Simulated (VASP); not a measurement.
# K (P6_3/mmc) in VASP: notebook

The runs below take K through single point, with PBEsol.

All numbers are computed with VASP 6.6.1; they aren't measurements. Logs are shortened: lines on timing, memory, paths and dates and some standing lists are left out, and cuts for length are marked.

## 1. The cell of the first run

Symmetry: P6_3/mmc, No. 194, hexagonal system. Conventional cell: a = 3.088 Å, b = 3.088 Å, c = 10.226 Å, α = 90.00°, β = 90.00°, γ = 120.00°. K (site symmetry -3m) has 12 K at 3.09 to 3.12 Å within 4.1 Å. Within 4.1 Å of K (site symmetry -6m2) lie 12 K at 3.09 to 3.12 Å.

## 2. Single point, PBEsol

INCAR reads:

```
PREC = Accurate ; ENCUT = 520
EDIFF = 1E-6 ; ISMEAR = 0
SIGMA = 0.1 ; LREAL = False
LASPH = True ; NELM = 60
ALGO = Fast ; ISIF = 2
LWAVE = False ; LCHARG = False
GGA = PS ; NBANDS = 26
```

KPOINTS reads:

```
regular mesh
0
Gamma
  12 12 4
```

POSCAR reads:

```
K
1.0
    3.0877464913      0.0000000000      0.0000000000
   -1.5438732457      2.6740669019      0.0000000000
    0.0000000000      0.0000000000     10.2257561294
K
4
Direct
    0.0000000000      0.0000000000      0.0000000000
    0.3333333333      0.6666666667      0.7500000000
    0.0000000000      0.0000000000      0.5000000000
    0.6666666667      0.3333333333      0.2500000000
```

Potentials or basis: VASP PAW PBE potentials, release 64 (K_sv).

On the command line:

```bash
> cat potpaw_PBE.64/K_sv/POTCAR > POTCAR
> mpirun -np 1 vasp_std > vasp.out
```

OUTCAR:

```text
PREC = Accurate
   ENCUT = 520
   EDIFF = 1E-6
   ISMEAR = 0
   LREAL = False
   LASPH = True
   NELM = 60
   ISIF = 2
   GGA = PS

 ion  position               nearest neighbor table
   1  0.000  0.000  0.000-   2 3.12   4 3.12   4 3.12   2 3.12   4 3.12   2 3.12
   2  0.333  0.667  0.750-   1 3.12   3 3.12   1 3.12   3 3.12   1 3.12   3 3.12
   3  0.000  0.000  0.500-   2 3.12   4 3.12   4 3.12   2 3.12   4 3.12   2 3.12
   4  0.667  0.333  0.250-   1 3.12   3 3.12   1 3.12   3 3.12   1 3.12   3 3.12

  LATTYP: Found a hexagonal cell.
 ALAT       =     3.0877464913
 C/A-ratio  =     3.3117213988

  Lattice vectors:

 A1 = (   3.0877464913,   0.0000000000,   0.0000000000)
 A2 = (  -1.5438732457,   2.6740669019,   0.0000000000)
 A3 = (   0.0000000000,   0.0000000000,  10.2257561294)

Analysis of symmetry for initial positions (statically):
=====================================================================
 Subroutine PRICEL returns:
 Original cell was already a primitive cell.

 Routine SETGRP: Setting up the symmetry group for a
 hexagonal supercell.

 Subroutine GETGRP returns: Found 24 space group operations
 (whereof 12 operations were pure point group operations)
 out of a pool of 24 trial point group operations.

The static configuration has the point symmetry D_3d.
 The point group associated with its full space group is D_6h.

Analysis of symmetry for dynamics (positions and initial velocities):
=====================================================================
 Subroutine PRICEL returns:
 Original cell was already a primitive cell.

 Routine SETGRP: Setting up the symmetry group for a
 hexagonal supercell.

 Subroutine GETGRP returns: Found 24 space group operations
 (whereof 12 operations were pure point group operations)
 out of a pool of 24 trial point group operations.

The dynamic configuration has the point symmetry D_3d.
 The point group associated with its full space group is D_6h.

 Subroutine INISYM returns: Found 24 space group operations
 (whereof 12 operations are pure point group operations),
 and found     1 'primitive' translations

----------------------------------------------------------------------------------------

                                     Primitive cell

  volume of cell :      84.4324

  direct lattice vectors                    reciprocal lattice vectors
     3.087746491  0.000000000  0.000000000     0.323860784  0.186981111  0.000000000
    -1.543873246  2.674066902  0.000000000     0.000000000  0.373962222  0.000000000
     0.000000000  0.000000000 10.225756129     0.000000000  0.000000000  0.097792279

  length of vectors
     3.087746491  3.087746491 10.225756129     0.373962222  0.373962222  0.097792279

  position of ions in fractional coordinates (direct lattice)
     0.000000000  0.000000000  0.000000000
     0.333333333  0.666666667  0.750000000
     0.000000000  0.000000000  0.500000000
     0.666666667  0.333333333  0.250000000

  ion indices of the primitive-cell ions
   primitive index   ion index
                 1           1
                 2           2
                 3           3
                 4           4

----------------------------------------------------------------------------------------

 KPOINTS: regular mesh

Automatic generation of k-mesh.
 Grid dimensions read from file:
 generate k-points for:   12   12    4

 Generating k-lattice:

  Cartesian coordinates                     Fractional coordinates (reciprocal lattice)
     0.026988399  0.015581759  0.000000000     0.083333333  0.000000000  0.000000000
     0.000000000  0.031163518  0.000000000     0.000000000  0.083333333  0.000000000
     0.000000000  0.000000000  0.024448070     0.000000000  0.000000000  0.250000000

  Length of vectors
     0.031163518  0.031163518  0.024448070

  Shift w.r.t. Gamma in fractional coordinates (k-lattice)
     0.000000000  0.000000000  0.000000000

 Subroutine IBZKPT returns following result:
 ===========================================

 Found     57 irreducible k-points:

 Following reciprocal coordinates:
            Coordinates               Weight
  0.000000  0.000000  0.000000      1.000000
  0.083333  0.000000  0.000000      6.000000
  0.166667 -0.000000  0.000000      6.000000
  0.250000  0.000000  0.000000      6.000000
  0.333333  0.000000  0.000000      6.000000
  0.416667  0.000000  0.000000      6.000000
[... 16 lines left out ...]
  0.250000  0.000000  0.250000     12.000000
  0.333333  0.000000  0.250000     12.000000
 [... further k-points ...]
   k-points           NKPTS =     57   k-points in BZ     NKDIM =     57   number of bands    NBANDS=     26
   number of dos      NEDOS =    301   number of ions     NIONS =      4
   total plane-waves  NPLWV =  46080
   dimension x,y,z NGX =    24 NGY =   24 NGZ =   80
   dimension x,y,z NGXF=    48 NGYF=   48 NGZF=  160
   ions per type =               4
   NGX,Y,Z   is equivalent  to a cutoff of  12.92, 12.92, 13.01 a.u.
   NGXF,Y,Z  is equivalent  to a cutoff of  25.84, 25.84, 26.01 a.u.
 SYSTEM =  unknown system
   PREC   = accura    normal or accurate (medium, high low for compatibility)
   ISTART =      0    job   : 0-new  1-cont  2-samecut
   ICHARG =      2    charge: 1-file 2-atom 10-const
   ISPIN  =      1    spin polarized calculation?
   LNONCOLLINEAR =      F non collinear calculations
   LSORBIT =      F    spin-orbit coupling
   LASPH  =      T    aspherical Exc in radial PAW
   ENCUT  =  520.0 eV  38.22 Ry    6.18 a.u.   5.74  5.74 19.01*2*pi/ulx,y,z
   NELM   =     60;   NELMIN=  2; NELMDL= -5     # of ELM steps
   EDIFF  = 0.1E-05   stopping-criterion for ELM
   LREAL  =      F    real-space projection
   EDIFFG = 0.1E-04   stopping-criterion for IOM
   NSW    =      0    number of steps for IOM
   IBRION =     -1    ionic relax: 0-MD 1-quasi-New 2-CG
   NFREE  =      0    steps in history (QN), initial steepest desc. (CG)
   ISIF   =      2    stress and relaxation
   ISYM   =      2    0-nonsym 1-usesym 2-fastsym
   POTIM  = 0.5000    time-step for ionic-motion
   TEBEG  =    0.0;   TEEND  =   0.0 temperature during run
   PSTRESS=    0.0 pullay stress
   NELECT =      36.0000    total number of electrons
   NUPDOWN=      -1.0000    fix difference up-down
   EMIN   =  10.00;   EMAX   =-10.00  energy-range for DOS
   EFERMI =   0.00;   METHOD = LEGACY
   ISMEAR =     0;   SIGMA  =   0.10  broadening in eV -4-tet -1-fermi 0-gaus
   EFERMI_NEDOS =   21; number of points for ismear=-14 and -15
   IALGO  =     68    algorithm
   IMIX   =      4    mixing-type and parameters
     AMIX     =   0.40;   BMIX     =  1.00
     AMIX_MAG =   1.60;   BMIX_MAG =  1.00
  volume/ion in A,a.u.               =      21.11       142.44
  Fermi-wavevector in a.u.,A,eV,Ry     =   1.232175  2.328474 20.657132  1.518256
  Thomas-Fermi vector in A             =   2.366956
   LORBIT       =      0    0 simple, 1 ext, 2 COOP (PROOUT), +10 PAW based schemes
   GGA     = PS    functional components
   LHFCALC =     F    Hartree Fock is set to
   AEXX    =    0.0000 exact exchange contribution
   IVDW    =     0    specifies the selected vdW correction
   LEPSILON=     F    determine dielectric tensor
   LRPA    =     F    only Hartree local field effects (RPA)
 non-spin polarized calculation
 RMM-DIIS sequential band-by-band and
 Gauss-broadening in eV      SIGMA  =   0.10
  energy-cutoff  :      520.00
  volume of cell :       84.43
 maximum number of plane-waves:      2295
 NGX is ok and might be reduce to    24
   NGX = 11   NGY = 11   NGZ = 39

 number of electron      36.0000001 magnetization

 Free energy of the ion-electron system (eV)
  ---------------------------------------------------
  ext. energy  EPLUGINS =         0.00000000
  ---------------------------------------------------
  free energy    TOTEN  =         4.18282611 eV

  energy without entropy =        4.20762311  energy(sigma->0) =        4.19522461

 E-fermi :   4.9755     XC(G=0): -10.0130

 val. band max:        4.9587747944   @ k =   0.1667  -0.0000   0.2500
 cond. band min:       4.9979768733   @ k =   0.1667   0.1667   0.0000
 fundamental gap:      0.0392020790
 Fermi energy:         4.9755344777

 k-point     1 :       0.0000    0.0000    0.0000
  band No.  band energies     occupation
      1     -28.0661      2.00000
      2     -27.8259      2.00000
      3     -27.7918      2.00000
      4     -27.5322      2.00000
      5     -12.6755      2.00000
      6     -11.5716      2.00000
[... 18 lines left out ...]
     25       9.1377      0.00000
     26       9.2784      0.00000

 k-point     2 :       0.0833    0.0000    0.0000
  band No.  band energies     occupation
      1     -28.0345      2.00000
      2     -27.8010      2.00000
      3     -27.7669      2.00000
      4     -27.5152      2.00000
      5     -12.6210      2.00000
      6     -11.5776      2.00000
[... 18 lines left out ...]
     25       9.0594      0.00000
     26       9.1806      0.00000

 k-point     3 :       0.1667   -0.0000    0.0000
  band No.  band energies     occupation
      1     -27.9455      2.00000
      2     -27.7320      2.00000
      3     -27.6979      2.00000
      4     -27.4697      2.00000
      5     -12.4644      2.00000
      6     -11.6335      2.00000
[... 18 lines left out ...]
     25       8.4477      0.00000
     26       8.7108      0.00000

 k-point     4 :       0.2500    0.0000    0.0000
  band No.  band energies     occupation
      1     -27.8164      2.00000
      2     -27.6357      2.00000
      3     -27.6014      2.00000
      4     -27.4107      2.00000
      5     -12.2338      2.00000
      6     -11.8694      2.00000
[... 18 lines left out ...]
     25       8.3077      0.00000
     26       8.4875      0.00000
[... 496 lines left out ...]
      1     -27.9285      2.00000
      2     -27.8062      2.00000
      3     -27.6216      2.00000
      4     -27.4888      2.00000
      5     -12.4016      2.00000
      6     -11.9497      2.00000
[... 18 lines left out ...]
     25       8.4611      0.00000
     26       8.6817      0.00000

 k-point    23 :       0.2500    0.0000    0.2500
  band No.  band energies     occupation
      1     -27.8018      2.00000
      2     -27.6970      2.00000
      3     -27.5387      2.00000
      4     -27.4268      2.00000
      5     -12.2062      2.00000
      6     -11.9990      2.00000
[... 18 lines left out ...]
     25       8.2313      0.00000
     26       8.5575      0.00000

 k-point    24 :       0.3333    0.0000    0.2500
  band No.  band energies     occupation
      1     -27.6628      2.00000
      2     -27.5814      2.00000
      3     -27.4567      2.00000
      4     -27.3716      2.00000
      5     -12.2617      2.00000
      6     -12.1337      2.00000
[... 18 lines left out ...]
     25       8.4446      0.00000
     26       8.9306      0.00000

 [... further k-points ...]
[... 5 lines left out ...]
  --------------------------------------------------------------------------------------
  -------------------------------------------------------------------------------------
  Total       15.9505253     15.9505253     15.9737855     -0.0000000      0.0000000      0.0000000
  in kB      302.6747799    302.6747799    303.1161624     -0.0000000      0.0000000      0.0000000
  external PRESSURE =     302.8219074 kB  Pullay stress =       0.0000000 kB

 VOLUME and BASIS-vectors are now :
 -----------------------------------------------------------------------------
  energy-cutoff  :      520.00
  volume of cell :       84.43
      direct lattice vectors                 reciprocal lattice vectors
     3.087746491  0.000000000  0.000000000     0.323860784  0.186981111  0.000000000
    -1.543873246  2.674066902  0.000000000     0.000000000  0.373962222  0.000000000
     0.000000000  0.000000000 10.225756129     0.000000000  0.000000000  0.097792279

 POSITION                                       TOTAL-FORCE (eV/Angst)
 -----------------------------------------------------------------------------------
      0.00000      0.00000      0.00000        -0.000000      0.000000      0.000000
     -0.00000      1.78271      7.66932         0.000000     -0.000000     -0.000000
      0.00000      0.00000      5.11288        -0.000000      0.000000      0.000000
      1.54387      0.89136      2.55644         0.000000      0.000000      0.000000
 -----------------------------------------------------------------------------------
    total drift:                                0.000000      0.000000     -0.000000

  FREE ENERGIE OF THE ION-ELECTRON SYSTEM (eV)
  ---------------------------------------------------
  free  energy   TOTEN  =         4.1828261144 eV

  energy  without entropy=        4.2076231118  energy(sigma->0) =        4.19522461
```

It took 1.7 min on 1 thread of Intel Xeon 6975P-C (Granite Rapids), shared host; peak memory 0.24 GiB.

Results:

| Item | Value |
| --- | --- |
| Free energy | 4.1828 eV |
| Pressure | 30.3 GPa |
| Band gap on the k mesh | zero (band 18 reaches 5.48 eV, above the bottom of band 19 at 3.71 eV) |

Caveat: the PAW data sets were made with another functional, which shifts forces and pressure a little.

## 3. Single point, PBEsol

This run uses another cell than the first one, of 12.88 Å³/atom, 0.610 times its volume.

INCAR reads:

```
SYSTEM = K
  PREC = Accurate
  ENCUT = 520
  EDIFF = 1E-7
  ISMEAR = 0
  SIGMA = 0.1
  LREAL = .FALSE.
  LASPH = .TRUE.
  NELM = 60
  ALGO = Fast
  ISIF = 2
  LWAVE = .FALSE.
  LCHARG = .TRUE.
  GGA = PS
  LELF = .TRUE.
  LVHAR = .TRUE.
  NBANDS = 26
```

KPOINTS reads:

```
regular mesh
0
G
  18 18 4
  0 0 0
```

POSCAR reads:

```
K
1.0
    2.6390447394      0.0000000000      0.0000000000
   -1.3195223697      2.2854797860      0.0000000000
    0.0000000000      0.0000000000      8.5430913699
K
4
Direct
    0.0000000000      0.0000000000      0.0000000000
    0.3333333333      0.6666666667      0.7500000000
    0.0000000000      0.0000000000      0.5000000000
    0.6666666667      0.3333333333      0.2500000000
```

Potentials or basis: VASP PAW PBE potentials, release 64 (K_sv).

On the command line:

```bash
> cat potpaw_PBE.64/K_sv/POTCAR > POTCAR
> mpirun -np 1 vasp_std > vasp.out
```

It took 3.1 min on 1 thread of Intel Xeon 6975P-C (Granite Rapids), shared host; peak memory 0.23 GiB.

It converged, with:

```yaml
Free_energy: 12.7655 eV
Pressure: 63.9 GPa
Band_gap_on_the_k_mesh: zero (band 18 reaches 9.78 eV, above the bottom of band 19 at 7.55 eV)
```

Stress tensor (GPa, compression positive):
```
63.80  0.00  0.00
 0.00 63.80  0.00
 0.00  0.00 63.96
```

Levels at points of the mesh, in eV from the Fermi level:
| k point | band 15 | band 16 | band 17 | band 18 | band 19 | band 20 | band 21 | band 22 |
| --- | --- | --- | --- | --- | --- | --- | --- | --- |
| (0.00, 0.00, 0.00) | -14.42 | -14.31 | -0.70 | -0.27 | 0.62 | 0.68 | 3.63 | 3.63 |
| (0.50, 0.00, 0.00) | -15.32 | -15.10 | -2.58 | -2.31 | -1.03 | -0.39 | 0.28 | 1.51 |
| (0.00, 0.00, 0.50) | -14.53 | -14.53 | -0.30 | -0.30 | 0.59 | 0.59 | 3.83 | 3.87 |
| (0.50, 0.00, 0.50) | -15.36 | -15.36 | -2.03 | -2.03 | -0.94 | -0.94 | 0.09 | 0.09 |

Caveat: the PAW data sets were made with another functional, which shifts forces and pressure a little.

## 4. Single point, PBEsol

This run uses another cell than the first one, of 29.43 Å³/atom, 1.394 times its volume.

INCAR reads:

```
ALGO = Fast ; EDIFF = 1E-7
ENCUT = 520 ; GGA = PS
ISIF = 2 ; ISMEAR = 0
LASPH = True ; LCHARG = True
LELF = True ; LREAL = False
LVHAR = True ; LWAVE = False
NBANDS = 26 ; NELM = 60
PREC = Accurate ; SIGMA = 0.1
```

KPOINTS reads:

```
k-points
0
Gamma
  12 12 4
```

POSCAR reads:

```
K
1.0
    3.4512737456      0.0000000000      0.0000000000
   -1.7256368728      2.9888907391      0.0000000000
    0.0000000000      0.0000000000     11.4132443114
K
4
Direct
    0.0000000000      0.0000000000      0.0000000000
    0.3333333333      0.6666666667      0.7500000000
    0.0000000000      0.0000000000      0.5000000000
    0.6666666667      0.3333333333      0.2500000000
```

On the command line:

```bash
> cat potpaw_PBE.64/K_sv/POTCAR > POTCAR
> mpirun -np 1 vasp_std > vasp.out
```

It took 5.1 min on 1 thread of Intel Xeon 6975P-C (Granite Rapids), shared host; peak memory 0.32 GiB.

Results (log left out):

```
Free energy            : -0.3606 eV
Pressure               : 15.0 GPa
Band gap on the k mesh : zero (band 18 reaches 4.09 eV, above the bottom of band 19 at 1.16 eV)
```

Levels at points of the mesh, in eV from the Fermi level:
```
           k point  band 14  band 15  band 16  band 17  band 18  band 19  band 20  band 21  band 22  band 23
(0.00, 0.00, 0.00)   -15.31   -15.29   -15.29    -3.46    -1.95    -1.95    -0.14     1.80     2.85     2.88
(0.50, 0.00, 0.00)   -15.55   -15.47   -15.43    -0.25    -0.20     0.28     0.44     1.22     1.45     1.48
(0.00, 0.00, 0.50)   -15.31   -15.31   -15.31    -3.04    -3.04    -0.72    -0.72     2.08     2.08     3.86
(0.50, 0.00, 0.50)   -15.53   -15.47   -15.47    -0.03    -0.03     0.08     0.08     1.30     1.30     1.87
```

Caveat: the PAW data sets were made with another functional, which shifts forces and pressure a little.

## 5. Overview

```tsv
cell	k mesh	further INCAR settings	gap on the mesh (eV)	pressure (GPa)
a = 3.088, b = 3.088, c = 10.226 Å, angles 90.0, 90.0, 120.0°, 4 atoms	12 × 12 × 4	ALGO = Fast; EDIFF = 1e-06; NBANDS = 26	none	30.3
a = 2.639, b = 2.639, c = 8.543 Å, angles 90.0, 90.0, 120.0°, 4 atoms	18 × 18 × 4	ALGO = Fast; EDIFF = 1e-07; NBANDS = 26	none	63.9
a = 3.451, b = 3.451, c = 11.413 Å, angles 90.0, 90.0, 120.0°, 4 atoms	12 × 12 × 4	ALGO = Fast; EDIFF = 1e-07; NBANDS = 26	none	15.0
```

Alike in all rows: task single point; level PBEsol; potentials or basis VASP PAW PBE potentials, release 64 (K_sv); no spin polarisation; cutoff (eV) 520; smearing gaussian 0.1 eV.

Caveats: the PAW data sets were made with another functional, which shifts forces and pressure a little.

Absolute energies hang on the potentials; compare differences alone.
